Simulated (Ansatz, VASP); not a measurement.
## GaAs: VASP beside Ansatz

```
CELL_PARAMETERS angstrom
0.00000 2.69154 2.97486
2.69154 0.00000 2.97486
2.69154 2.69154 0.00000
ATOMIC_POSITIONS crystal
Ga 0.00000 0.00000 0.00000
As 0.75000 0.75000 0.75000
```

Change from the starting cell: strain -0.050 along x and y, +0.050 along z, atoms carried along.

Alike in both runs: task single point; functional r2SCAN; k mesh 8 × 8 × 8; occupations gaussian, width 0.05 eV; no spin polarisation.

```csv
,VASP,Ansatz
version,VASP 6.6.1,Ansatz 0.2.0
potentials or method,"VASP PAW PBE potentials, release 64 (Ga_d, As), cutoff 520 eV","scalar-relativistic, plane waves, PAW"
valence electrons in the cell,18,28
```

VASP gave:

- gap on the k mesh at the Fermi level (eV): 1.04
- least direct gap on the mesh (eV): 1.04
- pressure (GPa): 4.4
- traceless stress, the component that is largest in VASP (GPa): -5.49

**Question.** What did Ansatz give for the same quantities?

**Answer.** gap on the k mesh at the Fermi level (eV): 1.06; least direct gap on the mesh (eV): 1.06; pressure (GPa): 4.2; traceless stress, the component that is largest in VASP (GPa): -5.49.

VASP's potentials were made for PBE, not for r2SCAN. VASP's potentials hold 18 valence electrons a cell and Ansatz's 28, so a difference there can come from the potentials and not from the codes.
